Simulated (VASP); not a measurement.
# TiO2 (I4_1/amd) in VASP: a series of runs

The runs below take TiO2 through relaxation of shape and atoms at fixed volume, single point, with PBE.

Program: VASP 6.6.1. These are calculated values, not measurements. Logs are shortened: lines on timing, memory, paths and dates and some standing lists are left out, and cuts for length are marked.

**1. The cell of the first run**

The structure is tetragonal, space group I4_1/amd (No. 141). Conventional cell: a = 3.761 Å, b = 3.761 Å, c = 9.599 Å, α = 90.00°, β = 90.00°, γ = 90.00°. Within 2.6 Å of Ti (site symmetry -4m2) lie 6 O at 1.93 to 1.98 Å. Within 2.6 Å of O (site symmetry 2mm) lie 3 Ti at 1.93 to 1.98 Å and 2 O at 2.45 Å.

**2. Relaxation of shape and atoms at fixed volume, PBE (11.31 Å³/atom)**

INCAR reads:

```
SYSTEM = TiO2
ALGO = Normal ; EDIFF = 1E-6
EDIFFG = -0.01 ; ENCUT = 600
GGA = PE ; IBRION = 2
ISIF = 4 ; ISMEAR = 0
LASPH = .True. ; LCHARG = .False.
LREAL = .False. ; LWAVE = .False.
NELM = 80 ; NSW = 50
PREC = Accurate ; SIGMA = 0.02
```

KPOINTS reads:

```
k-points
0
Gamma
  10 10 10
  0 0 0
```

POSCAR reads:

```
TiO2
1.0
   -1.8804189950      1.8804189950      4.7995287784
    1.8804189950     -1.8804189950      4.7995287784
    1.8804189950      1.8804189950     -4.7995287784
Ti O
2 4
Direct
    0.0000000000      0.0000000000      0.0000000000
    0.7500000000      0.2500000000      0.5000000000
    0.2064947469      0.2064947469      0.0000000000
    0.9564947469      0.4564947469      0.5000000000
    0.5435052531      0.0435052531      0.5000000000
    0.7935052531      0.7935052531      0.0000000000
```

Potentials or basis: VASP PAW PBE potentials, release 64 (Ti_sv, O).

On the command line:

```console
> cat potpaw_PBE.64/Ti_sv/POTCAR potpaw_PBE.64/O/POTCAR > POTCAR
> mpirun -np 1 vasp_std > vasp.out
```

OUTCAR:

```text
SYSTEM = TiO2
   EDIFF = 1E-6
   EDIFFG = -0.01
   ENCUT = 600
   GGA = PE
   IBRION = 2
   ISIF = 4
   ISMEAR = 0
   LASPH = .True.
   LREAL = .False.
   NELM = 80
   NSW = 50
   PREC = Accurate

 ion  position               nearest neighbor table
   1  0.000  0.000  0.000-   4 1.93   5 1.93   5 1.93   4 1.93   3 1.98   6 1.98
   2  0.750  0.250  0.500-   3 1.93   6 1.93   6 1.93   3 1.93   4 1.98   5 1.98
   3  0.206  0.206  0.000-   2 1.93   2 1.93   1 1.98
   4  0.956  0.456  0.500-   1 1.93   1 1.93   2 1.98
   5  0.544  0.044  0.500-   1 1.93   1 1.93   2 1.98
   6  0.794  0.794  0.000-   2 1.93   2 1.93   1 1.98

  LATTYP: Found a body centered tetragonal cell.
 ALAT       =     3.7608379900
 C/A-ratio  =     2.5523719932

  Lattice vectors:

 A1 = (  -1.8804189950,   1.8804189950,   4.7995287784)
 A2 = (   1.8804189950,  -1.8804189950,   4.7995287784)
 A3 = (   1.8804189950,   1.8804189950,  -4.7995287784)

Analysis of symmetry for initial positions (statically):
=====================================================================
 Subroutine PRICEL returns:
 Original cell was already a primitive cell.

 Routine SETGRP: Setting up the symmetry group for a
 body centered tetragonal supercell.

 Subroutine GETGRP returns: Found 16 space group operations
 (whereof  8 operations were pure point group operations)
 out of a pool of 16 trial point group operations.

The static configuration has the point symmetry D_2d.
 The point group associated with its full space group is D_4h.

Analysis of symmetry for dynamics (positions and initial velocities):
=====================================================================
 Subroutine PRICEL returns:
 Original cell was already a primitive cell.

 Routine SETGRP: Setting up the symmetry group for a
 body centered tetragonal supercell.

 Subroutine GETGRP returns: Found 16 space group operations
 (whereof  8 operations were pure point group operations)
 out of a pool of 16 trial point group operations.

The dynamic configuration has the point symmetry D_2d.
 The point group associated with its full space group is D_4h.

 Subroutine INISYM returns: Found 16 space group operations
 (whereof  8 operations are pure point group operations),
 and found     1 'primitive' translations

----------------------------------------------------------------------------------------

                                     Primitive cell

  volume of cell :      67.8841

  direct lattice vectors                    reciprocal lattice vectors
    -1.880418995  1.880418995  4.799528778     0.000000000  0.265898186  0.104176894
     1.880418995 -1.880418995  4.799528778     0.265898186  0.000000000  0.104176894
     1.880418995  1.880418995 -4.799528778     0.265898186  0.265898186  0.000000000

  length of vectors
     5.487023573  5.487023573  5.487023573     0.285577784  0.285577784  0.376036821

  position of ions in fractional coordinates (direct lattice)
     0.000000000  0.000000000  0.000000000
     0.750000000  0.250000000  0.500000000
     0.206494747  0.206494747  0.000000000
     0.956494747  0.456494747  0.500000000
     0.543505253  0.043505253  0.500000000
     0.793505253  0.793505253  0.000000000

  ion indices of the primitive-cell ions
   primitive index   ion index
                 1           1
                 2           2
                 3           3
                 4           4
                 5           5
                 6           6

----------------------------------------------------------------------------------------

 KPOINTS: k-points

Automatic generation of k-mesh.
 Grid dimensions read from file:
 generate k-points for:   10   10   10

 Generating k-lattice:

  Cartesian coordinates                     Fractional coordinates (reciprocal lattice)
     0.000000000  0.026589819  0.010417689     0.100000000 -0.000000000  0.000000000
     0.026589819  0.000000000  0.010417689    -0.000000000  0.100000000  0.000000000
     0.026589819  0.026589819  0.000000000     0.000000000  0.000000000  0.100000000

  Length of vectors
     0.028557778  0.028557778  0.037603682

  Shift w.r.t. Gamma in fractional coordinates (k-lattice)
     0.000000000  0.000000000  0.000000000

 Subroutine IBZKPT returns following result:
 ===========================================

 Found    102 irreducible k-points:

 Following reciprocal coordinates:
            Coordinates               Weight
  0.000000  0.000000  0.000000      1.000000
  0.100000  0.000000 -0.000000      8.000000
  0.200000  0.000000 -0.000000      8.000000
  0.300000 -0.000000  0.000000      8.000000
  0.400000  0.000000 -0.000000      8.000000
  0.500000  0.000000  0.000000      4.000000
[... 16 lines left out ...]
  0.300000  0.300000  0.000000      8.000000
  0.400000  0.300000  0.000000     16.000000
 [... further k-points ...]
   k-points           NKPTS =    102   k-points in BZ     NKDIM =    102   number of bands    NBANDS=     28
   number of dos      NEDOS =    301   number of ions     NIONS =      6
   total plane-waves  NPLWV = 110592
   dimension x,y,z NGX =    48 NGY =   48 NGZ =   48
   dimension x,y,z NGXF=    96 NGYF=   96 NGZF=   96
   ions per type =               2   4
   NGX,Y,Z   is equivalent  to a cutoff of  14.54, 14.54, 14.54 a.u.
   NGXF,Y,Z  is equivalent  to a cutoff of  29.09, 29.09, 29.09 a.u.
 SYSTEM =  TiO2
   PREC   = accura    normal or accurate (medium, high low for compatibility)
   ISTART =      0    job   : 0-new  1-cont  2-samecut
   ICHARG =      2    charge: 1-file 2-atom 10-const
   ISPIN  =      1    spin polarized calculation?
   LNONCOLLINEAR =      F non collinear calculations
   LSORBIT =      F    spin-orbit coupling
   LASPH  =      T    aspherical Exc in radial PAW
   ENCUT  =  600.0 eV  44.10 Ry    6.64 a.u.  10.96 10.96 10.96*2*pi/ulx,y,z
   NELM   =     80;   NELMIN=  2; NELMDL= -5     # of ELM steps
   EDIFF  = 0.1E-05   stopping-criterion for ELM
   LREAL  =      F    real-space projection
   EDIFFG = -.1E-01   stopping-criterion for IOM
   NSW    =     50    number of steps for IOM
   IBRION =      2    ionic relax: 0-MD 1-quasi-New 2-CG
   NFREE  =      1    steps in history (QN), initial steepest desc. (CG)
   ISIF   =      4    stress and relaxation
   ISYM   =      2    0-nonsym 1-usesym 2-fastsym
   POTIM  = 0.5000    time-step for ionic-motion
   TEBEG  =    0.0;   TEEND  =   0.0 temperature during run
   PSTRESS=    0.0 pullay stress
   NELECT =      48.0000    total number of electrons
   NUPDOWN=      -1.0000    fix difference up-down
   EMIN   =  10.00;   EMAX   =-10.00  energy-range for DOS
   EFERMI =   0.00;   METHOD = LEGACY
   ISMEAR =     0;   SIGMA  =   0.02  broadening in eV -4-tet -1-fermi 0-gaus
   EFERMI_NEDOS =   21; number of points for ismear=-14 and -15
   IALGO  =     38    algorithm
   IMIX   =      4    mixing-type and parameters
     AMIX     =   0.40;   BMIX     =  1.00
     AMIX_MAG =   1.60;   BMIX_MAG =  1.00
  volume/ion in A,a.u.               =      11.31        76.35
  Fermi-wavevector in a.u.,A,eV,Ry     =   1.458476  2.756120 28.941664  2.127152
  Thomas-Fermi vector in A             =   2.575156
   LORBIT       =      0    0 simple, 1 ext, 2 COOP (PROOUT), +10 PAW based schemes
   GGA     = PE    functional components
   LHFCALC =     F    Hartree Fock is set to
   AEXX    =    0.0000 exact exchange contribution
   IVDW    =     0    specifies the selected vdW correction
   LEPSILON=     F    determine dielectric tensor
   LRPA    =     F    only Hartree local field effects (RPA)
 conjugate gradient relaxation of ions
 non-spin polarized calculation
 Gauss-broadening in eV      SIGMA  =   0.02
  energy-cutoff  :      600.00
  volume of cell :       67.88
 maximum number of plane-waves:      2308
 NGX is ok and might be reduce to    48
   NGX = 21   NGY = 21   NGZ = 21

--------------------------------------- Ionic step        1  -------------------------------------------

 number of electron      47.9999997 magnetization

 Free energy of the ion-electron system (eV)
  ---------------------------------------------------
  ext. energy  EPLUGINS =         0.00000000
  ---------------------------------------------------
  free energy    TOTEN  =       -53.81877087 eV

  energy without entropy =      -53.81877087  energy(sigma->0) =      -53.81877087

------------------------ aborting loop because EDIFF is reached ----------------------------------------

  FORCE on cell =-STRESS in cart. coord.  units (eV):
  Direction    XX          YY          ZZ          XY          YZ          ZX
  --------------------------------------------------------------------------------------
  -------------------------------------------------------------------------------------
  Total        3.0020709      3.0020709      3.1894047      0.0000000     -0.0000000      0.0000000
  in kB       70.8538876     70.8538876     75.2752764      0.0000000     -0.0000000      0.0000000
  external PRESSURE =      72.3276838 kB  Pullay stress =       0.0000000 kB
[... 305 lines left out ...]
  energy  without entropy=      -53.8277409540  energy(sigma->0) =      -53.82774095

--------------------------------------- Ionic step        9  -------------------------------------------

 number of electron      47.9999999 magnetization

 Free energy of the ion-electron system (eV)
  ---------------------------------------------------
  ext. energy  EPLUGINS =         0.00000000
  ---------------------------------------------------
  free energy    TOTEN  =       -53.82777803 eV

  energy without entropy =      -53.82777803  energy(sigma->0) =      -53.82777803

 E-fermi :   3.5713     XC(G=0): -10.7612

 val. band max:        3.4462674059   @ k =  -0.4000   0.4000   0.0000
 cond. band min:       5.5247537578   @ k =   0.0000   0.0000   0.0000
 fundamental gap:      2.0784863519
 Fermi energy:         3.5712983991

 k-point     1 :       0.0000    0.0000    0.0000
  band No.  band energies     occupation
      1     -52.9642      2.00000
      2     -52.9024      2.00000
      3     -29.4306      2.00000
      4     -29.1916      2.00000
      5     -29.1916      2.00000
      6     -29.1184      2.00000
[... 733 lines left out ...]
     27       7.0104      0.00000
     28       7.1302      0.00000

 [... further k-points ...]

------------------------ aborting loop because EDIFF is reached ----------------------------------------

  FORCE on cell =-STRESS in cart. coord.  units (eV):
  Direction    XX          YY          ZZ          XY          YZ          ZX
  --------------------------------------------------------------------------------------
  -------------------------------------------------------------------------------------
  Total        2.4523169      2.4523169      2.4666485      0.0000000     -0.0000000      0.0000000
  in kB       57.8787734     57.8787734     58.2170236      0.0000000     -0.0000000      0.0000000
  external PRESSURE =      57.9915235 kB  Pullay stress =       0.0000000 kB
[... 21 lines left out ...]
  FREE ENERGIE OF THE ION-ELECTRON SYSTEM (eV)
  ---------------------------------------------------
  free  energy   TOTEN  =       -53.8277780312 eV

  energy  without entropy=      -53.8277780312  energy(sigma->0) =      -53.82777803

 reached required accuracy - stopping structural energy minimisation
```

It took 15 min on 1 thread of Intel Xeon 6975P-C (Granite Rapids), shared host; peak memory 0.46 GiB.

Results:

```
Free energy               : -53.8278 eV
Energy gained by relaxing : 1.5 meV/atom
Ionic steps               : 9
Pressure after relaxing   : 5.8 GPa
Band gap on the k mesh    : 2.08 eV (least direct gap 2.44 eV)
```

Step by step:
```csv
step,energy change (eV),largest force (eV/Å),pressure (GPa),volume (Å³)
1,0.0000,0.1870,7.23,67.88
2,-0.0035,0.0244,6.72,67.88
3,-0.0035,0.0215,6.71,67.88
4,-0.0060,0.0180,6.49,67.88
5,-0.0087,0.0143,6.06,67.88
6,-0.0090,0.0128,5.85,67.88
7,-0.0090,0.0128,5.86,67.88
8,-0.0090,0.0168,5.76,67.88
9,-0.0090,0.0001,5.80,67.88
```

Final structure:
```yaml
crystal:
  lattice:
    - [-1.89202, 1.89202, 4.74085]
    - [1.89202, -1.89202, 4.74085]
    - [1.89202, 1.89202, -4.74085]
  atoms:
    - { symbol: Ti, position: [0.00000, 0.00000, 0.00000] }
    - { symbol: Ti, position: [0.75000, 0.25000, 0.50000] }
    - { symbol: O, position: [0.20938, 0.20938, 0.00000] }
    - { symbol: O, position: [0.95938, 0.45938, 0.50000] }
    - { symbol: O, position: [0.54062, 0.04062, 0.50000] }
    - { symbol: O, position: [0.79062, 0.79062, 0.00000] }
```

Levels at points of the mesh, in eV from the valence-band top:
```tsv
k point	band 20	band 21	band 22	band 23	band 24	band 25	band 26	band 27	band 28
(0.00, 0.00, 0.00)	-0.78	-0.77	-0.77	-0.49	-0.49	2.08	2.83	3.91	3.91
(0.50, 0.00, 0.00)	-1.99	-1.98	-0.98	-0.87	-0.65	3.22	3.50	3.55	3.67
(0.50, 0.50, 0.00)	-2.68	-2.11	-2.11	-0.02	-0.02	3.35	3.35	3.82	3.82
(0.50, 0.50, 0.50)	-1.36	-1.29	-1.29	-0.15	-0.15	2.44	2.44	3.74	3.74
```

A k mesh can miss the band edges.

**3. Relaxation of shape and atoms at fixed volume, PBE (10.61 Å³/atom)**

This run uses another cell than the first one, of 10.61 Å³/atom.

INCAR reads:

```
SYSTEM = TiO2
  ALGO = Normal
  EDIFF = 1E-6
  EDIFFG = -0.01
  ENCUT = 600
  GGA = PE
  IBRION = 2
  ISIF = 4
  ISMEAR = 0
  LASPH = .TRUE.
  LCHARG = .FALSE.
  LREAL = .FALSE.
  LWAVE = .FALSE.
  NELM = 60
  NSW = 50
  PREC = Accurate
  SIGMA = 0.02
```

KPOINTS reads:

```
k-points
0
G
  10 10 10
  0 0 0
```

POSCAR reads:

```
TiO2
1.0
   -1.8626655076      1.8626655076      4.5888913197
    1.8626655076     -1.8626655076      4.5888913197
    1.8626655076      1.8626655076     -4.5888913197
Ti O
2 4
Direct
    0.0000000000      0.0000000000      0.0000000000
    0.7500000000      0.2500000000      0.5000000000
    0.2120514252      0.2120514252      0.0000000000
    0.9620514252      0.4620514252      0.5000000000
    0.5379485748      0.0379485748      0.5000000000
    0.7879485748      0.7879485748      0.0000000000
```

Potentials or basis: VASP PAW PBE potentials, release 64 (Ti_sv, O).

On the command line:

```console
> cat potpaw_PBE.64/Ti_sv/POTCAR potpaw_PBE.64/O/POTCAR > POTCAR
> mpirun -np 1 vasp_std > vasp.out
```

It took 18 min on 1 thread of Intel Xeon 8259CL, shared host; peak memory 0.4 GiB.

It converged, with:

```yaml
Free_energy: -53.5047 eV
Energy_gained_by_relaxing: 3.2 meV/atom
Ionic_steps: 5
Pressure_after_relaxing: 18.4 GPa
Largest_force_after_relaxing: 0.006 eV/Å
Band_gap_on_the_k_mesh: 1.95 eV (least direct gap 2.47 eV)
```

Forces on the atoms (eV/Å):
```
Ti   0.000  0.000  0.000
Ti   0.000  0.000  0.000
O    0.000  0.000  0.006
O    0.000  0.000  0.006
O    0.000  0.000 -0.006
O    0.000  0.000 -0.006
```

Stress tensor (GPa, compression positive):
```
18.42  0.00  0.00
 0.00 18.42  0.00
 0.00  0.00 18.33
```

The path:
```tsv
step	energy change (eV)	largest force (eV/Å)	pressure (GPa)	volume (Å³)
1	0.0000	0.2447	21.04	63.69
2	-0.0063	0.0305	20.24	63.69
3	-0.0063	0.0082	20.16	63.69
4	-0.0121	0.0072	19.67	63.69
5	-0.0191	0.0064	18.39	63.69
```

Final structure:
```
Ti O
1.0
    -1.87866    1.87866    4.51111
     1.87866   -1.87866    4.51111
     1.87866    1.87866   -4.51111
Ti O
2 4
Direct
  0.00000 0.00000 0.00000
  0.75000 0.25000 0.50000
  0.21623 0.21623 0.00000
  0.96623 0.46623 0.50000
  0.53377 0.03377 0.50000
  0.78377 0.78377 0.00000
```

Levels at points of the mesh, in eV from the valence-band top:
| k point | band 21 | band 22 | band 23 | band 24 | band 25 | band 26 | band 27 | band 28 |
| --- | --- | --- | --- | --- | --- | --- | --- | --- |
| (0.00, 0.00, 0.00) | -0.73 | -0.73 | -0.69 | -0.69 | 1.95 | 2.92 | 3.69 | 3.69 |
| (0.50, 0.00, 0.00) | -2.19 | -1.18 | -0.97 | -0.70 | 3.27 | 3.35 | 3.72 | 3.94 |
| (0.50, 0.50, 0.00) | -2.42 | -2.42 | 0.00 | 0.00 | 3.63 | 3.63 | 4.07 | 4.07 |
| (0.50, 0.50, 0.50) | -1.44 | -1.44 | -0.31 | -0.31 | 2.41 | 2.41 | 3.85 | 3.85 |

(Part 1 of 2 ends here.)
